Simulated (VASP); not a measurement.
# Sb (Pm-3m) in VASP: a series of runs, part 3 of 3

VASP 6.6.1.

## (5) Single point, r2SCAN

This run uses another cell than the first one, of 29.43 Å³/atom, 0.909 times its volume.

The input, POSCAR:

```
Sb
1.0
    3.0875323685      0.0000000000      0.0000000000
    0.0000000000      3.0875323685      0.0000000000
    0.0000000000      0.0000000000      3.0875323685
Sb
1
Direct
    0.0000000000      0.0000000000      0.0000000000
```

The input, INCAR.step1:

```
ALGO     = Normal         # electronic algorithm
EDIFF    = 1E-4           # SCF threshold, eV
ENCUT    = 520            # plane-wave cutoff, eV
GGA      = PE             # functional
ISMEAR   = 0              # smearing method
LASPH    = T              # aspherical terms in the spheres
LCHARG   = F              # write CHGCAR
LREAL    = F              # projectors in reciprocal space
LWAVE    = T              # write WAVECAR
NBANDS   = 8              # bands
NELM     = 80             # most SCF steps
PREC     = Accurate       # precision mode
SIGMA    = 0.1            # smearing width, eV
```

The input, INCAR.step2:

```
ALGO     = Normal         # electronic algorithm
EDIFF    = 1E-6           # SCF threshold, eV
ENCUT    = 520            # plane-wave cutoff, eV
ISIF     = 2              # what is computed and relaxed
ISMEAR   = 0              # smearing method
ISTART   = 1            
LASPH    = T              # aspherical terms in the spheres
LCHARG   = T              # write CHGCAR
LELF     = T              # ELF
LMIXTAU  = T            
LREAL    = F              # projectors in reciprocal space
LVHAR    = T            
LWAVE    = F              # write WAVECAR
METAGGA  = R2SCAN         # meta-GGA
NBANDS   = 8              # bands
NELM     = 80             # most SCF steps
PREC     = Accurate       # precision mode
SIGMA    = 0.1            # smearing width, eV
```

The input, KPOINTS:

```
k-points
0
Gamma
  14 14 14
```

Potentials or basis: VASP PAW PBE potentials, release 64 (Sb).

Launch:

```
cat potpaw_PBE.64/Sb/POTCAR > POTCAR
cp INCAR.step1 INCAR
mpirun -np 1 vasp_std > vasp.out
cp INCAR.step2 INCAR
mpirun -np 1 vasp_std > vasp.out
```

OUTCAR:

```text
EDIFF = 1E-6
   ENCUT = 520
   ISIF = 2
   ISMEAR = 0
   ISTART = 1
   LASPH = T
   LREAL = F
   METAGGA = R2SCAN
   NELM = 80
   PREC = Accurate

 ion  position               nearest neighbor table
   1  0.000  0.000  0.000-

  LATTYP: Found a simple cubic cell.
 ALAT       =     3.0875323685

  Lattice vectors:

 A1 = (   3.0875323685,   0.0000000000,   0.0000000000)
 A2 = (   0.0000000000,   3.0875323685,   0.0000000000)
 A3 = (   0.0000000000,   0.0000000000,   3.0875323685)

Analysis of symmetry for initial positions (statically):
=====================================================================
 Subroutine PRICEL returns:
 Original cell was already a primitive cell.

 Routine SETGRP: Setting up the symmetry group for a
 simple cubic supercell.

 Subroutine GETGRP returns: Found 48 space group operations
 (whereof 48 operations were pure point group operations)
 out of a pool of 48 trial point group operations.

The static configuration has the point symmetry O_h .

Analysis of symmetry for dynamics (positions and initial velocities):
=====================================================================
[... 154 lines left out ...]

  energy without entropy =      -25.64211552  energy(sigma->0) =      -25.64367081

 E-fermi :   7.1855     XC(G=0): -10.1676

 val. band max:        7.1757544220   @ k =   0.5000   0.2857   0.2143
 cond. band min:       7.1973657345   @ k =   0.5000   0.2857   0.2857
 fundamental gap:      0.0216113126
 Fermi energy:         7.1855203399

 k-point     1 :       0.0000    0.0000    0.0000
  band No.  band energies     occupation
      1      -5.8503      2.00000
      2      10.7092      0.00000
      3      10.7092      0.00000
      4      10.7092      0.00000
      5      14.4901      0.00000
      6      14.4901      0.00000
      7      16.4623      0.00000
      8      25.7614      0.00000
[... 243 lines left out ...]
 k-point    24 :       0.3571    0.2143    0.0000
  band No.  band energies     occupation
      1      -3.3302      2.00000
      2       3.4491      2.00000
      3       7.7219      0.00000
      4      13.0217      0.00000
      5      14.7728      0.00000
      6      17.3843      0.00000
      7      20.7914      0.00000
      8      21.1093      0.00000

 [... further k-points ...]
[... 5 lines left out ...]
  --------------------------------------------------------------------------------------
  -------------------------------------------------------------------------------------
  Total        0.0023824      0.0023824      0.0023824     -0.0000000     -0.0000000      0.0000000
  in kB        0.1296852      0.1296852      0.1296852     -0.0000000     -0.0000000      0.0000000
  external PRESSURE =       0.1296852 kB  Pullay stress =       0.0000000 kB

 VOLUME and BASIS-vectors are now :
 -----------------------------------------------------------------------------
  energy-cutoff  :      520.00
  volume of cell :       29.43
      direct lattice vectors                 reciprocal lattice vectors
     3.087532368  0.000000000  0.000000000     0.323883244  0.000000000  0.000000000
     0.000000000  3.087532368  0.000000000     0.000000000  0.323883244  0.000000000
     0.000000000  0.000000000  3.087532368     0.000000000  0.000000000  0.323883244

 POSITION                                       TOTAL-FORCE (eV/Angst)
 -----------------------------------------------------------------------------------
      0.00000      0.00000      0.00000         0.000000      0.000000      0.000000
 -----------------------------------------------------------------------------------
    total drift:                                0.000000      0.000000      0.000000

  FREE ENERGIE OF THE ION-ELECTRON SYSTEM (eV)
  ---------------------------------------------------
  free  energy   TOTEN  =       -25.6452260868 eV

  energy  without entropy=      -25.6421155240  energy(sigma->0) =      -25.64367081
```

OSZICAR.step1:

```text
N       E                     dE             d eps       ncg     rms          rms(c)
DAV:   1     0.504946153969E+01    0.50495E+01   -0.16512E+03  1936   0.405E+02
DAV:   2    -0.399100249707E+01   -0.90405E+01   -0.87562E+01  2784   0.519E+01
DAV:   3    -0.408904120726E+01   -0.98039E-01   -0.97930E-01  2272   0.617E+00
DAV:   4    -0.408946005032E+01   -0.41884E-03   -0.41884E-03  2904   0.491E-01
DAV:   5    -0.408946167058E+01   -0.16203E-05   -0.16205E-05  2384   0.191E-02    0.198E+00
DAV:   6    -0.409205381596E+01   -0.25921E-02   -0.65679E-04  2664   0.186E-01    0.118E+00
DAV:   7    -0.409386507349E+01   -0.18113E-02   -0.16972E-03  2064   0.290E-01    0.769E-02
DAV:   8    -0.409392145694E+01   -0.56383E-04   -0.67408E-05  2568   0.564E-02
   1 F= -.40939215E+01 E0= -.40920253E+01  d E =-.379235E-02
```

Wall time 54 s (1 thread of Intel Xeon Platinum 8488C (Sapphire Rapids), shared host); peak memory 0.16 GiB.

What came out:

* Free energy: -25.6452 eV
* Pressure: 0.0 GPa

Caveat: the PAW data sets were made with another functional, which shifts forces and pressure a little; spin-orbit coupling is left out, which moves the levels of the heavy elements.

## (6) The runs side by side

| cell | gap on the mesh (eV) | pressure (GPa) |
| --- | --- | --- |
| a = 3.187 Å, 1 atom | none | -4.6 |
| a = 3.025 Å, 1 atom | none | 4.2 |
| a = 3.056 Å, 1 atom | none | 1.9 |
| a = 3.088 Å, 1 atom | none | 0.0 |

Alike in all rows: task single point; level r2SCAN; potentials or basis VASP PAW PBE potentials, release 64 (Sb); no spin polarisation; k mesh 14 × 14 × 14; cutoff (eV) 520; smearing gaussian 0.1 eV.

Caveats: the PAW data sets were made with another functional, which shifts forces and pressure a little; spin-orbit coupling is left out, which moves the levels of the heavy elements.

Absolute energies hang on the potentials; compare differences alone.
